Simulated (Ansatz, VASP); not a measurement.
**PbF2: VASP beside Ansatz**

The input INCAR:

```
SYSTEM = PbF2
PREC     = Accurate       ! precision mode
ENCUT    = 520            ! plane-wave cutoff, eV
EDIFF    = 1E-6           ! SCF threshold, eV
ISMEAR   = 0              ! smearing method
SIGMA    = 0.05           ! smearing width, eV
LREAL    = .False.        ! projectors in reciprocal space
LASPH    = .True.         ! aspherical terms in the spheres
NELM     = 100            ! most SCF steps
ALGO     = Normal         ! electronic algorithm
ISIF     = 2              ! what is computed and relaxed
LWAVE    = .False.        ! write WAVECAR
LCHARG   = .False.        ! write CHGCAR
GGA      = PE             ! functional
NBANDS   = 21             ! bands
```

Contents of KPOINTS:

```
regular mesh
0
Gamma
  10 10 10
  0 0 0
```

POSCAR

```
PbF2
1.0
    0.0000000000      2.9598140651      2.9598140651
    2.9598140651      0.0000000000      2.9598140651
    2.9598140651      2.9598140651      0.0000000000
Pb F
1 2
Direct
    0.0000000000      0.0000000000      0.0000000000
    0.2500000000      0.2500000000      0.2500000000
    0.7500000000      0.7500000000      0.7500000000
```

Input for Ansatz:

```yaml
crystal:
  lattice:
    - [0.0, 2.9598140651, 2.9598140651]
    - [2.9598140651, 0.0, 2.9598140651]
    - [2.9598140651, 2.9598140651, 0.0]
  atoms:
    - { symbol: Pb, position: [0.0, 0.0, 0.0] }
    - { symbol: F, position: [0.25, 0.25, 0.25] }
    - { symbol: F, position: [0.75, 0.75, 0.75] }
basis:
  ecutwfc: 420
  ecutrho_ratio: 4
kpoints:
  mp_grid: { grid: [10, 10, 10] }
hamiltonian:
  xc: pbe
scf:
  occupations: { method: gaussian, width: 0.05 }
output:
  forces: true
  stress: true
  eigenvalues: true
```

Alike in both runs: task single point; functional PBE; k mesh 10 × 10 × 10; occupations gaussian, width 0.05 eV; no spin polarisation.

|  | VASP | Ansatz |
| --- | --- | --- |
| version | VASP 6.6.1 | Ansatz 0.2.0 |
| potentials or method | VASP PAW PBE potentials, release 64 (Pb_d, F), cutoff 520 eV | scalar-relativistic, plane waves, PAW |
| valence electrons in the cell | 28 | 28 |

|  | VASP | Ansatz | Ansatz less VASP |
| --- | --- | --- | --- |
| gap on the k mesh at the Fermi level (eV) | 4.43 | 4.43 | +0.004 |
| least direct gap on the mesh (eV) | 4.56 | 4.56 | +0.002 |
| pressure (GPa) | 2.8 | 3.0 | +0.21 |

With one functional, cell and mesh, what is left measures potentials, basis and numerics.

Neither program's run includes spin-orbit coupling.
